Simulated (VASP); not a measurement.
# AlN in VASP: further runs

AlN is run at these levels: PBEsol; tasks: single point.

The COD entry that gives the cell may itself be a prediction, so a difference from it is no test against experiment.

Everything below comes from runs of VASP 6.6.1. Logs are shortened: lines on timing, memory, paths and dates and some standing lists are left out, and cuts for length are marked.

### Step 1. The cell of the first run

The structure is cubic, space group Fm-3m (No. 225). The conventional cell has a = 3.938 Å, b = 3.938 Å, c = 3.938 Å, α = 90.00°, β = 90.00°, γ = 90.00°. Al (site symmetry m-3m) has 6 N at 1.97 Å within 2.6 Å. N (site symmetry m-3m) has 6 Al at 1.97 Å within 2.6 Å.

### Step 2. Single point, PBEsol

INCAR

```
PREC = Accurate
ENCUT = 600
EDIFF = 1E-6
ISMEAR = -1
SIGMA = 0.02
LREAL = F
LASPH = T
NELM = 120
ALGO = Normal
ISIF = 2
LWAVE = F
LCHARG = F
GGA = PS
NBANDS = 11
GGA_COMPAT = F
```

KPOINTS

```
regular mesh
0
Gamma
  8 8 8
```

POSCAR

```
AlN
1.0
    0.0000000000      1.9690000000      1.9690000000
    1.9690000000      0.0000000000      1.9690000000
    1.9690000000      1.9690000000      0.0000000000
Al N
1 1
Direct
    0.0000000000      0.0000000000      0.0000000000
    0.5000000000      0.5000000000      0.5000000000
```

Potentials or basis: VASP PAW PBE potentials, release 64 (Al, N).

Run with:

```console
$ cat potpaw_PBE.64/Al/POTCAR potpaw_PBE.64/N/POTCAR > POTCAR
$ mpirun -np 1 vasp_std > vasp.out
```

OUTCAR:

```text
PREC = Accurate
   ENCUT = 600
   EDIFF = 1E-6
   ISMEAR = -1
   LREAL = F
   LASPH = T
   NELM = 120
   ISIF = 2
   GGA = PS

 ion  position               nearest neighbor table
   1  0.000  0.000  0.000-   2 1.97   2 1.97   2 1.97   2 1.97   2 1.97   2 1.97
   2  0.500  0.500  0.500-   1 1.97   1 1.97   1 1.97   1 1.97   1 1.97   1 1.97

  LATTYP: Found a face centered cubic cell.
 ALAT       =     3.9380000000

  Lattice vectors:

 A1 = (   0.0000000000,   1.9690000000,   1.9690000000)
 A2 = (   1.9690000000,   0.0000000000,   1.9690000000)
 A3 = (   1.9690000000,   1.9690000000,   0.0000000000)

Analysis of symmetry for initial positions (statically):
=====================================================================
 Subroutine PRICEL returns:
 Original cell was already a primitive cell.

 Routine SETGRP: Setting up the symmetry group for a
 face centered cubic supercell.

 Subroutine GETGRP returns: Found 48 space group operations
 (whereof 48 operations were pure point group operations)
 out of a pool of 48 trial point group operations.

The static configuration has the point symmetry O_h .

Analysis of symmetry for dynamics (positions and initial velocities):
=====================================================================
 Subroutine PRICEL returns:
 Original cell was already a primitive cell.

 Routine SETGRP: Setting up the symmetry group for a
 face centered cubic supercell.

 Subroutine GETGRP returns: Found 48 space group operations
 (whereof 48 operations were pure point group operations)
 out of a pool of 48 trial point group operations.

The dynamic configuration has the point symmetry O_h .

 Subroutine INISYM returns: Found 48 space group operations
 (whereof 48 operations are pure point group operations),
 and found     1 'primitive' translations

----------------------------------------------------------------------------------------

                                     Primitive cell

  volume of cell :      15.2675

  direct lattice vectors                    reciprocal lattice vectors
     0.000000000  1.969000000  1.969000000    -0.253936008  0.253936008  0.253936008
     1.969000000  0.000000000  1.969000000     0.253936008 -0.253936008  0.253936008
     1.969000000  1.969000000  0.000000000     0.253936008  0.253936008 -0.253936008

  length of vectors
     2.784586504  2.784586504  2.784586504     0.439830068  0.439830068  0.439830068

  position of ions in fractional coordinates (direct lattice)
     0.000000000  0.000000000  0.000000000
     0.500000000  0.500000000  0.500000000

  ion indices of the primitive-cell ions
   primitive index   ion index
                 1           1
                 2           2

----------------------------------------------------------------------------------------

 KPOINTS: regular mesh

Automatic generation of k-mesh.
 Grid dimensions read from file:
 generate k-points for:    8    8    8

 Generating k-lattice:

  Cartesian coordinates                     Fractional coordinates (reciprocal lattice)
    -0.031742001  0.031742001  0.031742001     0.125000000  0.000000000  0.000000000
     0.031742001 -0.031742001  0.031742001     0.000000000  0.125000000  0.000000000
     0.031742001  0.031742001 -0.031742001     0.000000000  0.000000000  0.125000000

  Length of vectors
     0.054978758  0.054978758  0.054978758

  Shift w.r.t. Gamma in fractional coordinates (k-lattice)
     0.000000000  0.000000000  0.000000000

 Subroutine IBZKPT returns following result:
 ===========================================

 Found     29 irreducible k-points:

 Following reciprocal coordinates:
            Coordinates               Weight
  0.000000  0.000000  0.000000      1.000000
  0.125000  0.000000  0.000000      8.000000
  0.250000  0.000000  0.000000      8.000000
  0.375000  0.000000  0.000000      8.000000
  0.500000  0.000000  0.000000      4.000000
  0.125000  0.125000  0.000000      6.000000
[... 16 lines left out ...]
  0.500000  0.250000  0.125000     48.000000
 -0.375000  0.250000  0.125000     24.000000
 [... further k-points ...]
   k-points           NKPTS =     29   k-points in BZ     NKDIM =     29   number of bands    NBANDS=     11
   number of dos      NEDOS =    301   number of ions     NIONS =      2
   total plane-waves  NPLWV =  13824
   dimension x,y,z NGX =    24 NGY =   24 NGZ =   24
   dimension x,y,z NGXF=    48 NGYF=   48 NGZF=   48
   ions per type =               1   1
   NGX,Y,Z   is equivalent  to a cutoff of  14.33, 14.33, 14.33 a.u.
   NGXF,Y,Z  is equivalent  to a cutoff of  28.66, 28.66, 28.66 a.u.
 SYSTEM =  unknown system
   PREC   = accura    normal or accurate (medium, high low for compatibility)
   ISTART =      0    job   : 0-new  1-cont  2-samecut
   ICHARG =      2    charge: 1-file 2-atom 10-const
   ISPIN  =      1    spin polarized calculation?
   LNONCOLLINEAR =      F non collinear calculations
   LSORBIT =      F    spin-orbit coupling
   LASPH  =      T    aspherical Exc in radial PAW
   ENCUT  =  600.0 eV  44.10 Ry    6.64 a.u.   5.56  5.56  5.56*2*pi/ulx,y,z
   NELM   =    120;   NELMIN=  2; NELMDL= -5     # of ELM steps
   EDIFF  = 0.1E-05   stopping-criterion for ELM
   LREAL  =      F    real-space projection
   EDIFFG = 0.1E-04   stopping-criterion for IOM
   NSW    =      0    number of steps for IOM
   IBRION =     -1    ionic relax: 0-MD 1-quasi-New 2-CG
   NFREE  =      0    steps in history (QN), initial steepest desc. (CG)
   ISIF   =      2    stress and relaxation
   ISYM   =      2    0-nonsym 1-usesym 2-fastsym
   POTIM  = 0.5000    time-step for ionic-motion
   TEBEG  =    0.0;   TEEND  =   0.0 temperature during run
   PSTRESS=    0.0 pullay stress
   NELECT =       8.0000    total number of electrons
   NUPDOWN=      -1.0000    fix difference up-down
   EMIN   =  10.00;   EMAX   =-10.00  energy-range for DOS
   EFERMI =   0.00;   METHOD = LEGACY
   ISMEAR =    -1;   SIGMA  =   0.02  broadening in eV -4-tet -1-fermi 0-gaus
   EFERMI_NEDOS =   21; number of points for ismear=-14 and -15
   IALGO  =     38    algorithm
   IMIX   =      4    mixing-type and parameters
     AMIX     =   0.40;   BMIX     =  1.00
     AMIX_MAG =   1.60;   BMIX_MAG =  1.00
  volume/ion in A,a.u.               =       7.63        51.51
  Fermi-wavevector in a.u.,A,eV,Ry     =   1.319823  2.494104 23.700443  1.741933
  Thomas-Fermi vector in A             =   2.449694
   LORBIT       =      0    0 simple, 1 ext, 2 COOP (PROOUT), +10 PAW based schemes
   GGA     = PS    functional components
   LHFCALC =     F    Hartree Fock is set to
   AEXX    =    0.0000 exact exchange contribution
   IVDW    =     0    specifies the selected vdW correction
   LEPSILON=     F    determine dielectric tensor
   LRPA    =     F    only Hartree local field effects (RPA)
 non-spin polarized calculation
  energy-cutoff  :      600.00
  volume of cell :       15.27
 maximum number of plane-waves:       531
 NGX is ok and might be reduce to    24
   NGX = 11   NGY = 11   NGZ = 11

 number of electron       8.0000000 magnetization

 Free energy of the ion-electron system (eV)
  ---------------------------------------------------
  ext. energy  EPLUGINS =         0.00000000
  ---------------------------------------------------
  free energy    TOTEN  =       -15.35677561 eV

  energy without entropy =      -15.35677561  energy(sigma->0) =      -15.35677561

 E-fermi :  11.4634     XC(G=0): -12.8304

 val. band max:       10.9498824889   @ k =   0.0000   0.0000   0.0000
 cond. band min:      15.9359773747   @ k =   0.5000   0.5000   0.0000
 fundamental gap:      4.9860948858
 Fermi energy:        11.4634029602

 k-point     1 :       0.0000    0.0000    0.0000
  band No.  band energies     occupation
      1      -7.3463      2.00000
      2      10.9499      2.00000
      3      10.9499      2.00000
      4      10.9499      2.00000
      5      17.8048      0.00000
      6      23.2203      0.00000
      7      23.2203      0.00000
      8      23.2203      0.00000
      9      28.5207      0.00000
     10      29.2213      0.00000
     11      29.2213      0.00000

 k-point     2 :       0.1250    0.0000    0.0000
  band No.  band energies     occupation
      1      -7.0001      2.00000
      2       9.4185      2.00000
      3      10.7331      2.00000
      4      10.7331      2.00000
      5      18.5598      0.00000
      6      22.1005      0.00000
      7      23.7152      0.00000
      8      23.7152      0.00000
      9      27.5109      0.00000
     10      27.5109      0.00000
     11      30.1369      0.00000

 k-point     3 :       0.2500    0.0000    0.0000
  band No.  band energies     occupation
      1      -6.0098      2.00000
      2       6.4019      2.00000
      3      10.2656      2.00000
      4      10.2656      2.00000
      5      18.4509      0.00000
      6      22.7321      0.00000
      7      23.7286      0.00000
      8      23.7286      0.00000
      9      27.6913      0.00000
     10      27.6913      0.00000
     11      29.1840      0.00000

 k-point     4 :       0.3750    0.0000    0.0000
  band No.  band energies     occupation
      1      -4.6047      2.00000
      2       3.4837      2.00000
      3       9.8575      2.00000
      4       9.8575      2.00000
      5      17.7545      0.00000
      6      22.8630      0.00000
      7      22.8630      0.00000
      8      24.5484      0.00000
      9      28.1835      0.00000
     10      30.3786      0.00000
     11      30.3786      0.00000

 k-point     5 :       0.5000    0.0000    0.0000
  band No.  band energies     occupation
      1      -3.7179      2.00000
      2       2.0557      2.00000
      3       9.7020      2.00000
      4       9.7020      2.00000
      5      17.5014      0.00000
      6      22.5027      0.00000
      7      22.5027      0.00000
      8      25.3831      0.00000
      9      27.8265      0.00000
     10      32.3834      0.00000
     11      32.3834      0.00000
[... 211 lines left out ...]
 k-point    21 :       0.5000    0.5000    0.0000
  band No.  band energies     occupation
      1      -2.6049      2.00000
      2       2.9518      2.00000
      3       7.9158      2.00000
      4       7.9158      2.00000
      5      15.9360      0.00000
      6      16.2869      0.00000
      7      25.9064      0.00000
      8      29.3898      0.00000
      9      29.3898      0.00000
     10      34.9664      0.00000
     11      38.7053      0.00000

 k-point    22 :       0.3750    0.2500    0.1250
  band No.  band energies     occupation
      1      -5.1878      2.00000
      2       6.0243      2.00000
      3       8.1311      2.00000
      4       9.6227      2.00000
      5      19.7877      0.00000
      6      20.5608      0.00000
      7      21.8566      0.00000
      8      25.6395      0.00000
      9      26.6814      0.00000
     10      31.2518      0.00000
     11      33.5922      0.00000

 k-point    23 :       0.5000    0.2500    0.1250
  band No.  band energies     occupation
      1      -3.9160      2.00000
      2       4.0913      2.00000
      3       7.1469      2.00000
      4       9.0422      2.00000
      5      19.7476      0.00000
      6      20.7084      0.00000
      7      22.3925      0.00000
      8      25.0329      0.00000
      9      28.6697      0.00000
     10      31.9336      0.00000
     11      33.9167      0.00000

 k-point    24 :      -0.3750    0.2500    0.1250
  band No.  band energies     occupation
      1      -3.1597      2.00000
      2       2.9812      2.00000
      3       6.9157      2.00000
      4       8.7595      2.00000
      5      19.8381      0.00000
      6      20.1127      0.00000
      7      23.9891      0.00000
      8      24.4853      0.00000
      9      29.8595      0.00000
     10      31.0064      0.00000
     11      34.3051      0.00000

 [... further k-points ...]

------------------------ aborting loop because EDIFF is reached ----------------------------------------

  FORCE on cell =-STRESS in cart. coord.  units (eV):
  Direction    XX          YY          ZZ          XY          YZ          ZX
  --------------------------------------------------------------------------------------
  -------------------------------------------------------------------------------------
  Total        2.3485649      2.3485649      2.3485649     -0.0000000      0.0000000      0.0000000
  in kB      246.4597468    246.4597468    246.4597468     -0.0000000      0.0000000      0.0000000
  external PRESSURE =     246.4597468 kB  Pullay stress =       0.0000000 kB

 VOLUME and BASIS-vectors are now :
 -----------------------------------------------------------------------------
  energy-cutoff  :      600.00
  volume of cell :       15.27
      direct lattice vectors                 reciprocal lattice vectors
     0.000000000  1.969000000  1.969000000    -0.253936008  0.253936008  0.253936008
     1.969000000  0.000000000  1.969000000     0.253936008 -0.253936008  0.253936008
     1.969000000  1.969000000  0.000000000     0.253936008  0.253936008 -0.253936008

 POSITION                                       TOTAL-FORCE (eV/Angst)
 -----------------------------------------------------------------------------------
      0.00000      0.00000      0.00000         0.000000      0.000000     -0.000000
      1.96900      1.96900      1.96900        -0.000000     -0.000000      0.000000
 -----------------------------------------------------------------------------------
    total drift:                               -0.000000     -0.000000      0.000000

  FREE ENERGIE OF THE ION-ELECTRON SYSTEM (eV)
  ---------------------------------------------------
  free  energy   TOTEN  =       -15.3567756120 eV

  energy  without entropy=      -15.3567756120  energy(sigma->0) =      -15.35677561
```

It took 4.7 s on 1 thread of Intel Xeon 6975P-C, shared host; peak memory 0.13 GiB.

What came out:

```yaml
Free_energy: -15.3568 eV
Pressure: 24.6 GPa
Band_gap_on_the_k_mesh: 4.99 eV, indirect (least direct gap 6.85 eV)
```

Levels at points of the mesh, in eV from the valence-band top:
| k point | band 2 | band 3 | band 4 | band 5 | band 6 | band 7 |
| --- | --- | --- | --- | --- | --- | --- |
| (0.00, 0.00, 0.00) | 0.00 | 0.00 | 0.00 | 6.85 | 12.27 | 12.27 |
| (0.50, 0.00, 0.00) | -8.89 | -1.25 | -1.25 | 6.55 | 11.55 | 11.55 |
| (0.50, 0.50, 0.00) | -8.00 | -3.03 | -3.03 | 4.99 | 5.34 | 14.96 |

Caveat: the PAW data sets were made with another functional, which shifts forces and pressure a little. A hybrid or GW would open this gap; PBEsol tends to underestimate it.

### Step 3. Single point, PBEsol

This run uses another cell than the first one, of 7.40 Å³/atom, 0.970 times its volume.

INCAR

```
  ALGO = Normal
  EDIFF = 1E-6
  ENCUT = 600
  GGA = PS
  GGA_COMPAT = F
  ISIF = 2
  ISMEAR = -1
  LASPH = T
  LCHARG = F
  LREAL = F
  LWAVE = F
  NBANDS = 11
  NELM = 120
  PREC = Accurate
  SIGMA = 0.02
```

KPOINTS

```
k-points
0
Gamma
  8 8 8
```

POSCAR

```
AlN
1.0
    0.0000000000      1.9690000000      1.9099300000
    1.9690000000      0.0000000000      1.9099300000
    1.9690000000      1.9690000000      0.0000000000
Al N
1 1
Direct
    0.0000000000      0.0000000000      0.0000000000
    0.5000000000      0.5000000000      0.5000000000
```

Potentials or basis: VASP PAW PBE potentials, release 64 (Al, N).

Run with:

```console
$ cat potpaw_PBE.64/Al/POTCAR potpaw_PBE.64/N/POTCAR > POTCAR
$ mpirun -np 1 vasp_std > vasp.out
```

Wall time 6 s (1 thread of Intel Xeon 6975P-C, shared host); peak memory 0.14 GiB.

It converged, with:

```yaml
Free_energy: -15.2539 eV
Pressure: 36.8 GPa
Band_gap_on_the_k_mesh: 4.64 eV, indirect (least direct gap 7.24 eV)
```

Stress tensor (GPa, compression positive):
```
31.26  0.00  0.00
 0.00 31.26  0.00
 0.00  0.00 47.91
```

Levels at points of the mesh, in eV from the valence-band top:
| k point | band 1 | band 2 | band 3 | band 4 | band 5 | band 6 | band 7 | band 8 | band 9 |
| --- | --- | --- | --- | --- | --- | --- | --- | --- | --- |
| (0.00, 0.00, 0.00) | -18.67 | -0.22 | 0.00 | 0.00 | 7.24 | 12.16 | 12.16 | 12.60 | 17.70 |
| (0.50, 0.00, 0.00) | -14.91 | -9.18 | -1.46 | -1.32 | 6.65 | 11.37 | 12.19 | 14.79 | 17.22 |
| (0.50, 0.50, 0.00) | -13.57 | -8.16 | -3.36 | -3.36 | 4.64 | 5.39 | 15.53 | 18.67 | 18.67 |
| (0.50, 0.00, 0.50) | -13.85 | -8.35 | -3.29 | -2.90 | 4.97 | 5.70 | 15.15 | 18.44 | 19.54 |

Caveat: the PAW data sets were made with another functional, which shifts forces and pressure a little. A k mesh can miss the band edges.

### Step 4. Single point, PBEsol

This run uses another cell than the first one, of 7.48 Å³/atom, 0.980 times its volume.

INCAR

```
PREC     = Accurate       # precision mode
ENCUT    = 600            # plane-wave cutoff, eV
EDIFF    = 1E-6           # SCF threshold, eV
ISMEAR   = -1             # smearing method
SIGMA    = 0.02           # smearing width, eV
LREAL    = F              # projectors in reciprocal space
LASPH    = T              # aspherical terms in the spheres
NELM     = 120            # most SCF steps
ALGO     = Normal         # electronic algorithm
ISIF     = 2              # what is computed and relaxed
LWAVE    = F              # write WAVECAR
LCHARG   = F              # write CHGCAR
GGA      = PS             # functional
NBANDS   = 11             # bands
GGA_COMPAT= F
```

KPOINTS

```
Automatic mesh
0
Gamma
  8 8 8
```

POSCAR

```
AlN
1.0
    0.0000000000      1.9690000000      1.9296200000
    1.9690000000      0.0000000000      1.9296200000
    1.9690000000      1.9690000000      0.0000000000
Al N
1 1
Direct
    0.0000000000      0.0000000000      0.0000000000
    0.5000000000      0.5000000000      0.5000000000
```

Run with:

```console
$ cat potpaw_PBE.64/Al/POTCAR potpaw_PBE.64/N/POTCAR > POTCAR
$ mpirun -np 1 vasp_std > vasp.out
```

Wall time 6.7 s (1 thread of Intel Xeon 6975P-C, shared host); peak memory 0.14 GiB.

It converged, with:

```
Free energy            : -15.2957 eV
Pressure               : 32.4 GPa
Band gap on the k mesh : 4.76 eV, indirect (least direct gap 7.11 eV)
```

Stress tensor (GPa, compression positive):
```
28.97  0.00  0.00
 0.00 28.97  0.00
 0.00  0.00 39.33
```

Levels at points of the mesh, in eV from the valence-band top:
| k point | band 1 | band 2 | band 3 | band 4 | band 5 | band 6 | band 7 | band 8 |
| --- | --- | --- | --- | --- | --- | --- | --- | --- |
| (0.00, 0.00, 0.00) | -18.54 | -0.14 | 0.00 | 0.00 | 7.11 | 12.19 | 12.19 | 12.48 |
| (0.50, 0.00, 0.00) | -14.83 | -9.08 | -1.39 | -1.29 | 6.62 | 11.43 | 11.96 | 14.67 |
| (0.50, 0.50, 0.00) | -13.56 | -8.11 | -3.25 | -3.25 | 4.76 | 5.36 | 15.34 | 18.59 |
| (0.50, 0.00, 0.50) | -13.75 | -8.23 | -3.21 | -2.95 | 4.97 | 5.58 | 15.08 | 18.44 |

Caveat: the PAW data sets were made with another functional, which shifts forces and pressure a little.

### Step 5. Summary

```tsv
cell	gap on the mesh (eV)	pressure (GPa)
a = 2.785 Å, angles 60.0°, 2 atoms	4.99	24.6
a = 2.743, b = 2.743, c = 2.785 Å, angles 59.5, 59.5, 61.0°, 2 atoms	4.64	36.8
a = 2.757, b = 2.757, c = 2.785 Å, angles 59.7, 59.7, 60.7°, 2 atoms	4.76	32.4
```

Alike in all rows: task single point; level PBEsol; potentials or basis VASP PAW PBE potentials, release 64 (Al, N); no spin polarisation; k mesh 8 × 8 × 8; cutoff (eV) 600; smearing fermi-dirac 0.02 eV.

Caveats: the PAW data sets were made with another functional, which shifts forces and pressure a little.

Absolute energies hang on the potentials; compare differences alone.
